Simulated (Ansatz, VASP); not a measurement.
# Two plane-wave programs on SnSe2

```
Sn Se
1.0
     3.81100    0.00000    0.00000
    -1.90550    3.30042    0.00000
     0.00000    0.00000    6.13700
Sn Se
1 2
Direct
  0.00000 0.00000 0.00000
  0.31818 0.63637 0.25000
  0.65152 0.30303 0.75000
```

Change from the starting cell: all Se atoms moved -0.100 Å, as atom 2 along Cartesian [0 1 0].

Alike in both runs: task single point; functional PBEsol; k mesh 9 × 9 × 6; occupations gaussian, width 0.05 eV; no spin polarisation.

|  | VASP | Ansatz |
| --- | --- | --- |
| version | VASP 6.6.1 | Ansatz 0.2.0 |
| potentials or method | VASP PAW PBE potentials, release 64 (Sn_d, Se), cutoff 520 eV | scalar-relativistic, plane waves, PAW |
| valence electrons in the cell | 26 | 46 |

VASP gave:

```
gap on the k mesh at the Fermi level (eV)                     : 0.61
least direct gap on the mesh (eV)                             : 0.98
pressure (GPa)                                                : 2.6
traceless stress, the component that is largest in VASP (GPa) : 1.20
rms of the force components (eV/Å)                            : 0.389
```

Problem. What did Ansatz give for the same quantities?

Solution. gap on the k mesh at the Fermi level (eV): 0.62; least direct gap on the mesh (eV): 0.99; pressure (GPa): 2.5; traceless stress, the component that is largest in VASP (GPa): 1.20; rms of the force components (eV/Å): 0.381.

VASP's potentials were made for PBE, not for PBEsol. Atom by atom the forces differ by 0.010 eV/Å (rms over components). With one functional, cell and mesh, what is left measures potentials, basis and numerics. VASP's potentials hold 26 valence electrons a cell and Ansatz's 46, so a difference there can come from the potentials and not from the codes.
